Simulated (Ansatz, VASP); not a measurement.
# As in VASP and in Ansatz

The input INCAR:

```
SYSTEM = As
ALGO = Normal ; DIPOL = 0.5 0.5 0.649
EDIFF = 1E-6 ; ENCUT = 400
GGA_COMPAT = .False. ; IDIPOL = 3
ISIF = 2 ; ISMEAR = 0
LASPH = .True. ; LCHARG = .True.
LDIPOL = .True. ; LELF = .True.
LREAL = .False. ; LVACPOTAV = .True.
LVHAR = .True. ; LWAVE = .False.
NBANDS = 12 ; NELM = 120
NELMDL = -8 ; PREC = Accurate
SIGMA = 0.04
```

The input KPOINTS:

```
k-points
0
Gamma
  12 12 1
  0 0 0
```

The input POSCAR:

```
As
1.0
    3.5128968289      0.0000000000      0.0000000000
   -1.7564484144      3.0422578947      0.0000000000
    0.0000000000      0.0000000000     23.6230301337
As
2
Direct
    0.3333333333      0.6666666667      0.6185647108
    0.6666666667      0.3333333333      0.6794335182
```

Input for Ansatz:

```yaml
crystal:
  lattice:
    - [3.5128968289, 0.0, 0.0]
    - [-1.7564484144, 3.0422578947, 0.0]
    - [0.0, 0.0, 23.6230301337]
  atoms:
    - { symbol: As, position: [0.3333333333, 0.6666666667, 0.6185647108] }
    - { symbol: As, position: [0.6666666667, 0.3333333333, 0.6794335182] }
basis:
  ecutwfc: 420
kpoints:
  mp_grid: { grid: [12, 12, 1] }
hamiltonian:
  xc: lda
  pseudopotentials: { kind: paw, azcp: { folder: soft_1 } }
scf:
  occupations: { method: gaussian, width: 0.04 }
  n_extra_bands: 6
  max_iter: 160
output:
  forces: true
  eigenvalues: true
  write_density: true
  write_potential: true
  elf: true
  volumetric_format: npy
efield:
  axis: 3
  dipole_correction: true
```

Alike in both runs: task single point; functional LDA; k mesh 12 × 12 × 1; occupations gaussian, width 0.04 eV; no spin polarisation.

|  | VASP | Ansatz |
| --- | --- | --- |
| version | VASP 6.6.1 | Ansatz 0.2.0 |
| potentials or method | VASP PAW LDA potentials, release 64 (As), cutoff 400 eV | scalar-relativistic, plane waves, PAW |
| valence electrons in the cell | 10 | 30 |

VASP gave:

* gap on the k mesh at the Fermi level (eV): 1.17
* least direct gap on the mesh (eV): 2.01
* rms of the force components (eV/Å): 0.364

Q: Which values does Ansatz return?

A: gap on the k mesh at the Fermi level (eV): 1.16; least direct gap on the mesh (eV): 2.00; rms of the force components (eV/Å): 0.428.

Ansatz warns that its potentials were made for another functional, while VASP's fit it. LDA's correlation is that of Perdew and Zunger in VASP and of Perdew and Wang (1992) in Ansatz. Atom by atom the forces differ by 0.064 eV/Å (rms over components). VASP's potentials hold 10 valence electrons a cell and Ansatz's 30, so a difference there can come from the potentials and not from the codes. Ansatz's warnings: xc potential rough in thin density.
